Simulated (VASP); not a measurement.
# S (I4_1/amd) in VASP: a series of runs

Runs on S. Level: PBEsol. Tasks: relaxation of cell and atoms.

All numbers are computed with VASP 6.6.1; they aren't measurements. Logs are shortened: lines on timing, memory, paths and dates and some standing lists are left out, and cuts for length are marked.

## (1) The cell of the first run

It takes space group I4_1/amd (No. 141, tetragonal). Conventional cell: a = 4.260 Å, b = 4.260 Å, c = 2.343 Å, α = 90.00°, β = 90.00°, γ = 90.00°. S (site symmetry -4m2) has 10 S at 2.21 to 2.76 Å within 2.9 Å.

## (2) Relaxation of cell and atoms, PBEsol, target pressure 69 GPa, at which the enthalpy is minimised

The input, INCAR:

```
SYSTEM = S
PREC = Accurate
ENCUT = 600
EDIFF = 1E-6
ISMEAR = -1
SIGMA = 0.1
LREAL = .False.
LASPH = .True.
NELM = 100
ALGO = Normal
ISIF = 3
LWAVE = .False.
LCHARG = .False.
GGA = PS
IBRION = 2
NSW = 60
EDIFFG = -0.005
PSTRESS = 690.0
```

The input, KPOINTS:

```
Automatic mesh
0
Gamma
  18 18 18
  0 0 0
```

The input, POSCAR:

```
S
1.0
   -2.1297528081      2.1297528081      1.1713640445
    2.1297528081     -2.1297528081      1.1713640445
    2.1297528081      2.1297528081     -1.1713640445
S
2
Direct
   -0.3750000000     -0.1250000000     -0.2500000000
    0.3750000000      0.1250000000      0.2500000000
```

Potentials or basis: VASP PAW PBE potentials, release 64 (S).

Run with:

```sh
$ cat potpaw_PBE.64/S/POTCAR > POTCAR
$ mpirun -np 1 vasp_std > vasp.out
```

OUTCAR:

```text
SYSTEM = S
   PREC = Accurate
   ENCUT = 600
   EDIFF = 1E-6
   ISMEAR = -1
   LREAL = .False.
   LASPH = .True.
   NELM = 100
   ISIF = 3
   GGA = PS
   IBRION = 2
   NSW = 60
   EDIFFG = -0.005
   PSTRESS = 690.0

 ion  position               nearest neighbor table
   1  0.625  0.875  0.750-   2 2.21   2 2.21   2 2.21   2 2.21   2 2.76   2 2.76   2 2.76   2 2.76

   2  0.375  0.125  0.250-   1 2.21   1 2.21   1 2.21   1 2.21   1 2.76   1 2.76   1 2.76   1 2.76

  LATTYP: Found a body centered tetragonal cell.
 ALAT       =     4.2595056162
 C/A-ratio  =     0.5500000000

  Lattice vectors:

 A1 = (  -2.1297528081,   2.1297528081,   1.1713640445)
 A2 = (   2.1297528081,  -2.1297528081,   1.1713640445)
 A3 = (   2.1297528081,   2.1297528081,  -1.1713640445)

Analysis of symmetry for initial positions (statically):
=====================================================================
 Subroutine PRICEL returns:
 Original cell was already a primitive cell.

 Routine SETGRP: Setting up the symmetry group for a
 body centered tetragonal supercell.

 Subroutine GETGRP returns: Found 16 space group operations
 (whereof  4 operations were pure point group operations)
 out of a pool of 16 trial point group operations.

The static configuration has the point symmetry C_2h.
 The point group associated with its full space group is D_4h.

Analysis of symmetry for dynamics (positions and initial velocities):
=====================================================================
 Subroutine PRICEL returns:
 Original cell was already a primitive cell.

 Routine SETGRP: Setting up the symmetry group for a
 body centered tetragonal supercell.

 Subroutine GETGRP returns: Found 16 space group operations
 (whereof  4 operations were pure point group operations)
 out of a pool of 16 trial point group operations.

The dynamic configuration has the point symmetry C_2h.
 The point group associated with its full space group is D_4h.

 Subroutine INISYM returns: Found 16 space group operations
 (whereof  4 operations are pure point group operations),
 and found     1 'primitive' translations

----------------------------------------------------------------------------------------

                                     Primitive cell

  volume of cell :      21.2525

  direct lattice vectors                    reciprocal lattice vectors
    -2.129752808  2.129752808  1.171364044     0.000000000  0.234769030  0.426852781
     2.129752808 -2.129752808  1.171364044     0.234769030  0.000000000  0.426852781
     2.129752808  2.129752808 -1.171364044     0.234769030  0.234769030  0.000000000

  length of vectors
     3.231684974  3.231684974  3.231684974     0.487154795  0.487154795  0.332013546

  position of ions in fractional coordinates (direct lattice)
     0.625000000  0.875000000  0.750000000
     0.375000000  0.125000000  0.250000000

  ion indices of the primitive-cell ions
   primitive index   ion index
                 1           1
                 2           2

----------------------------------------------------------------------------------------

 KPOINTS: Automatic mesh

Automatic generation of k-mesh.
 Grid dimensions read from file:
 generate k-points for:   18   18   18

 Generating k-lattice:

  Cartesian coordinates                     Fractional coordinates (reciprocal lattice)
     0.000000000  0.013042724  0.023714043     0.055555556  0.000000000 -0.000000000
     0.013042724  0.000000000  0.023714043     0.000000000  0.055555556 -0.000000000
     0.013042724  0.013042724  0.000000000     0.000000000  0.000000000  0.055555556

  Length of vectors
     0.027064155  0.027064155  0.018445197

  Shift w.r.t. Gamma in fractional coordinates (k-lattice)
     0.000000000  0.000000000  0.000000000

 Subroutine IBZKPT returns following result:
 ===========================================

 Found    480 irreducible k-points:

 Following reciprocal coordinates:
            Coordinates               Weight
  0.000000  0.000000  0.000000      1.000000
  0.055556  0.000000 -0.000000      8.000000
  0.111111  0.000000 -0.000000      8.000000
  0.166667  0.000000  0.000000      8.000000
  0.222222  0.000000 -0.000000      8.000000
  0.277778  0.000000 -0.000000      8.000000
[... 16 lines left out ...]
 -0.277778  0.055556  0.000000     16.000000
 -0.222222  0.055556 -0.000000     16.000000
 [... further k-points ...]
   k-points           NKPTS =    480   k-points in BZ     NKDIM =    480   number of bands    NBANDS=     10
   number of dos      NEDOS =    301   number of ions     NIONS =      2
   total plane-waves  NPLWV =  21952
   dimension x,y,z NGX =    28 NGY =   28 NGZ =   28
   dimension x,y,z NGXF=    56 NGYF=   56 NGZF=   56
   ions per type =               2
   NGX,Y,Z   is equivalent  to a cutoff of  14.40, 14.40, 14.40 a.u.
   NGXF,Y,Z  is equivalent  to a cutoff of  28.81, 28.81, 28.81 a.u.
 SYSTEM =  S
   PREC   = accura    normal or accurate (medium, high low for compatibility)
   ISTART =      0    job   : 0-new  1-cont  2-samecut
   ICHARG =      2    charge: 1-file 2-atom 10-const
   ISPIN  =      1    spin polarized calculation?
   LNONCOLLINEAR =      F non collinear calculations
   LSORBIT =      F    spin-orbit coupling
   LASPH  =      T    aspherical Exc in radial PAW
   ENCUT  =  600.0 eV  44.10 Ry    6.64 a.u.   6.45  6.45  6.45*2*pi/ulx,y,z
   NELM   =    100;   NELMIN=  2; NELMDL= -5     # of ELM steps
   EDIFF  = 0.1E-05   stopping-criterion for ELM
   LREAL  =      F    real-space projection
   EDIFFG = -.5E-02   stopping-criterion for IOM
   NSW    =     60    number of steps for IOM
   IBRION =      2    ionic relax: 0-MD 1-quasi-New 2-CG
   NFREE  =      1    steps in history (QN), initial steepest desc. (CG)
   ISIF   =      3    stress and relaxation
   ISYM   =      2    0-nonsym 1-usesym 2-fastsym
   POTIM  = 0.5000    time-step for ionic-motion
   TEBEG  =    0.0;   TEEND  =   0.0 temperature during run
   PSTRESS=  690.0 pullay stress
   NELECT =      12.0000    total number of electrons
   NUPDOWN=      -1.0000    fix difference up-down
   EMIN   =  10.00;   EMAX   =-10.00  energy-range for DOS
   EFERMI =   0.00;   METHOD = LEGACY
   ISMEAR =    -1;   SIGMA  =   0.10  broadening in eV -4-tet -1-fermi 0-gaus
   EFERMI_NEDOS =   21; number of points for ismear=-14 and -15
   IALGO  =     38    algorithm
   IMIX   =      4    mixing-type and parameters
     AMIX     =   0.40;   BMIX     =  1.00
     AMIX_MAG =   1.60;   BMIX_MAG =  1.00
  volume/ion in A,a.u.               =      10.63        71.71
  Fermi-wavevector in a.u.,A,eV,Ry     =   1.353106  2.557000 24.910850  1.830896
  Thomas-Fermi vector in A             =   2.480389
   LORBIT       =      0    0 simple, 1 ext, 2 COOP (PROOUT), +10 PAW based schemes
   GGA     = PS    functional components
   LHFCALC =     F    Hartree Fock is set to
   AEXX    =    0.0000 exact exchange contribution
   IVDW    =     0    specifies the selected vdW correction
   LEPSILON=     F    determine dielectric tensor
   LRPA    =     F    only Hartree local field effects (RPA)
 conjugate gradient relaxation of ions
 non-spin polarized calculation
  energy-cutoff  :      600.00
  volume of cell :       21.25
 maximum number of plane-waves:       728
 NGX is ok and might be reduce to    28
   NGX = 13   NGY = 13   NGZ = 13

--------------------------------------- Ionic step        1  -------------------------------------------

 number of electron      12.0000000 magnetization

 Free energy of the ion-electron system (eV)
  ---------------------------------------------------
  ext. energy  EPLUGINS =         0.00000000
  ---------------------------------------------------
  free energy    TOTEN  =        -5.18105826 eV

  energy without entropy =       -5.14984919  energy(sigma->0) =       -5.16545372

------------------------ aborting loop because EDIFF is reached ----------------------------------------

  FORCE on cell =-STRESS in cart. coord.  units (eV):
  Direction    XX          YY          ZZ          XY          YZ          ZX
  --------------------------------------------------------------------------------------
  -------------------------------------------------------------------------------------
  Total       10.6320286     10.6320286      9.4784857     -0.0000000      0.0000000      0.0000000
  in kB      801.5238324    801.5238324    714.5609207     -0.0000000      0.0000000      0.0000000
  external PRESSURE =      82.5361952 kB  Pullay stress =     690.0000000 kB

 VOLUME and BASIS-vectors are now :
 -----------------------------------------------------------------------------
  energy-cutoff  :      600.00
  volume of cell :       21.25
      direct lattice vectors                 reciprocal lattice vectors
    -2.129752808  2.129752808  1.171364044     0.000000000  0.234769030  0.426852781
     2.129752808 -2.129752808  1.171364044     0.234769030  0.000000000  0.426852781
     2.129752808  2.129752808 -1.171364044     0.234769030  0.234769030  0.000000000
[... 236 lines left out ...]
  FREE ENERGIE OF THE ION-ELECTRON SYSTEM (eV)
  ---------------------------------------------------
  free  energy   TOTEN  =        -5.3408572543 eV

  energy  without entropy=       -5.3100226173  energy(sigma->0) =       -5.32543994

  enthalpy is  TOTEN    =         3.9060483590 eV   P V=        9.2469056133

--------------------------------------- Ionic step        8  -------------------------------------------

 number of electron      11.9999999 magnetization

 Free energy of the ion-electron system (eV)
  ---------------------------------------------------
  ext. energy  EPLUGINS =         0.00000000
  ---------------------------------------------------
  free energy    TOTEN  =        -5.53131820 eV

  energy without entropy =       -5.49988464  energy(sigma->0) =       -5.51560142

 E-fermi :  14.4409     XC(G=0): -12.9751

 val. band max:       14.4376678286   @ k =  -0.2778  -0.4444   0.2222
 cond. band min:      14.4415218742   @ k =  -0.0556  -0.1111   0.0556
 fundamental gap:      0.0038540456
 Fermi energy:        14.4408652305

 k-point     1 :       0.0000    0.0000    0.0000
  band No.  band energies     occupation
      1      -7.8831      2.00000
      2       2.7730      2.00000
      3       5.6147      2.00000
      4       5.6147      2.00000
      5      13.5571      1.99971
      6      17.1155      0.00000
      7      17.1155      0.00000
      8      19.1469      0.00000
      9      20.0421      0.00000
     10      21.8503      0.00000

 k-point     2 :       0.0556    0.0000   -0.0000
  band No.  band energies     occupation
      1      -7.7771      2.00000
      2       2.6902      2.00000
      3       5.6279      2.00000
      4       5.8858      2.00000
      5      13.7452      1.99810
      6      16.7281      0.00000
      7      17.1487      0.00000
      8      18.7065      0.00000
      9      18.9698      0.00000
     10      21.7535      0.00000
[... 274 lines left out ...]
 k-point    24 :      -0.2222    0.0556   -0.0000
  band No.  band energies     occupation
      1      -6.7648      2.00000
      2       1.7963      2.00000
      3       5.6407      2.00000
      4       8.3122      2.00000
      5      13.5896      1.99960
      6      14.5864      0.37833
      7      15.7829      0.00000
      8      15.9713      0.00000
      9      17.2289      0.00000
     10      22.5573      0.00000

 [... further k-points ...]
[... 5 lines left out ...]
  --------------------------------------------------------------------------------------
  -------------------------------------------------------------------------------------
  Total        9.4239448      9.4239448      9.4314490      0.0000000      0.0000000      0.0000000
  in kB      689.5523015    689.5523015    690.1013814      0.0000000      0.0000000      0.0000000
  external PRESSURE =      -0.2646719 kB  Pullay stress =     690.0000000 kB

 VOLUME and BASIS-vectors are now :
 -----------------------------------------------------------------------------
  energy-cutoff  :      600.00
  volume of cell :       21.90
      direct lattice vectors                 reciprocal lattice vectors
    -2.209921185  2.209921185  1.120888835     0.000000000  0.226252413  0.446074566
     2.209921185 -2.209921185  1.120888835     0.226252413  0.000000000  0.446074566
     2.209921185  2.209921185 -1.120888835     0.226252413  0.226252413  0.000000000

 POSITION                                       TOTAL-FORCE (eV/Angst)
 -----------------------------------------------------------------------------------
      2.20992      1.10496      0.84067        -0.000000     -0.000000     -0.000000
      0.00000      1.10496      0.28022         0.000000      0.000000      0.000000
 -----------------------------------------------------------------------------------
    total drift:                               -0.000000      0.000000     -0.000000

  FREE ENERGIE OF THE ION-ELECTRON SYSTEM (eV)
  ---------------------------------------------------
  free  energy   TOTEN  =        -5.5313181983 eV

  energy  without entropy=       -5.4998846401  energy(sigma->0) =       -5.51560142

  enthalpy is  TOTEN    =         3.8987452172 eV   P V=        9.4300634155

 reached required accuracy - stopping structural energy minimisation
```

It took 11 min on 1 thread of Oxide Virtual Turin-like, shared host; peak memory 0.21 GiB.

What came out:

| Item | Value |
| --- | --- |
| Free energy | -5.5313 eV |
| Relaxed volume | 10.95 Å³/atom |
| Relaxed cell | a = 3.320 Å, b = 3.320 Å, c = 3.320 Å, α = 96.54°, β = 96.54°, γ = 140.54° |
| Space group after relaxing (to 0.05 Å) | I4_1/amd (No. 141) |
| Energy change on relaxing (the enthalpy is what falls) | -175.1 meV/atom |
| Ionic steps | 8 |
| Pressure after relaxing | 69.0 GPa |
| Band gap on the k mesh | zero (band 6 reaches 20.18 eV, above the bottom of band 7 at 12.40 eV) |

The path:
| step | energy change (eV) | largest force (eV/Å) | pressure (GPa) | volume (Å³) |
| --- | --- | --- | --- | --- |
| 1 | 0.0000 | 0.0000 | 77.25 | 21.25 |
| 2 | -0.7373 | 0.0000 | 56.49 | 22.98 |
| 3 | -0.3732 | 0.0000 | 66.72 | 22.06 |
| 4 | -0.4262 | 0.0000 | 66.18 | 22.11 |
| 5 | -0.3801 | 0.0000 | 69.63 | 22.13 |
| 6 | -0.4498 | 0.0000 | 66.10 | 22.13 |
| 7 | -0.1598 | 0.0000 | 74.51 | 21.47 |
| 8 | -0.3503 | 0.0000 | 68.97 | 21.90 |

Final structure:
```
S
1.0
    -2.20992    2.20992    1.12089
     2.20992   -2.20992    1.12089
     2.20992    2.20992   -1.12089
S
2
Direct
  0.62500 0.87500 0.75000
  0.37500 0.12500 0.25000
```

Levels at points of the mesh, in eV from the Fermi level:
```
           k point  band 3  band 4  band 5  band 6  band 7  band 8  band 9  band 10
(0.00, 0.00, 0.00)   -8.83   -8.83   -0.88    2.67    2.67    4.71    5.60     7.41
(0.50, 0.00, 0.00)   -8.80   -8.49   -6.80   -1.87   -1.19    0.61    5.33     8.22
(0.50, 0.50, 0.00)   -5.54   -5.54   -3.79   -3.79    5.21    5.21    9.43     9.43
(0.50, 0.50, 0.50)  -12.80  -12.80    3.67    3.67    5.73    5.73   11.04    11.04
```

Caveat: the cell is relaxed towards a set pressure, so the enthalpy falls and the energy may rise; the PAW data sets were made with another functional, which shifts forces and pressure a little.

## (3) Relaxation of cell and atoms, PBEsol, target pressure 69 GPa, at which the enthalpy is minimised

This run uses another cell than the first one, of 10.93 Å³/atom, 1.028 times its volume.

The input, INCAR:

```
SYSTEM = S
PREC = Accurate ; ENCUT = 600
EDIFF = 1E-6 ; ISMEAR = -1
SIGMA = 0.1 ; LREAL = .False.
LASPH = .True. ; NELM = 60
ALGO = Normal ; ISIF = 3
LWAVE = .False. ; LCHARG = .False.
GGA = PS ; IBRION = 2
NSW = 32 ; EDIFFG = -0.005
PSTRESS = 690.0
```

The input, KPOINTS:

```
regular mesh
0
Gamma
  18 18 18
  0 0 0
```

The input, POSCAR:

```
S
1.0
   -2.2079337536      2.2079337536      1.1205242102
    2.2079337536     -2.2079337536      1.1205242102
    2.2079337536      2.2079337536     -1.1205242102
S
2
Direct
   -0.3750000000     -0.1250000000     -0.2500000000
    0.3750000000      0.1250000000      0.2500000000
```

Potentials or basis: VASP PAW PBE potentials, release 64 (S).

Run with:

```sh
$ cat potpaw_PBE.64/S/POTCAR > POTCAR
$ mpirun -np 1 vasp_std > vasp.out
```

Run time: 4.2 min. Hardware: 1 thread of Oxide Virtual Turin-like, shared host; peak memory 0.21 GiB.

The run converged. Its results:

```yaml
Free_energy: -5.5305 eV
Relaxed_volume: 10.95 Å³/atom
Relaxed_cell: a = 3.320 Å, b = 3.320 Å, c = 3.320 Å, α = 96.55°, β = 96.55°, γ = 140.52°
Space_group_after_relaxing_to_0.05_Å: I4_1/amd (No. 141)
Energy_change_on_relaxing_the_enthalpy_is_what_falls: -9.5 meV/atom
Ionic_steps: 5
Pressure_after_relaxing: 69.0 GPa
Band_gap_on_the_k_mesh: zero (band 6 reaches 20.17 eV, above the bottom of band 7 at 12.40 eV)
```

Stress tensor (GPa, compression positive):
```
69.04  0.00  0.00
 0.00 69.04  0.00
 0.00  0.00 68.93
```

Step by step:
| step | energy change (eV) | largest force (eV/Å) | pressure (GPa) | volume (Å³) |
| --- | --- | --- | --- | --- |
| 1 | 0.0000 | 0.0000 | 69.56 | 21.85 |
| 2 | -0.0524 | 0.0000 | 68.06 | 21.97 |
| 3 | -0.0199 | 0.0000 | 68.99 | 21.90 |
| 4 | -0.0195 | 0.0000 | 68.99 | 21.90 |
| 5 | -0.0191 | 0.0000 | 69.00 | 21.89 |

Final structure:
```yaml
crystal:
  lattice:
    - [-2.20952, 2.20952, 1.12118]
    - [2.20952, -2.20952, 1.12118]
    - [2.20952, 2.20952, -1.12118]
  atoms:
    - { symbol: S, position: [0.62500, 0.87500, 0.75000] }
    - { symbol: S, position: [0.37500, 0.12500, 0.25000] }
```

Levels at points of the mesh, in eV from the Fermi level:
```csv
k point,band 2,band 3,band 4,band 5,band 6,band 7,band 8,band 9,band 10
"(0.00, 0.00, 0.00)",-11.66,-8.83,-8.83,-0.88,2.68,2.68,4.70,5.59,7.41
"(0.50, 0.00, 0.00)",-13.05,-8.80,-8.49,-6.80,-1.87,-1.19,0.61,5.33,8.22
"(0.50, 0.50, 0.00)",-18.97,-5.54,-5.54,-3.79,-3.79,5.20,5.20,9.42,9.42
"(0.50, 0.50, 0.50)",-17.20,-12.80,-12.80,3.66,3.66,5.74,5.74,11.05,11.05
```

Caveat: the cell is relaxed towards a set pressure, so the enthalpy falls and the energy may rise; the PAW data sets were made with another functional, which shifts forces and pressure a little.
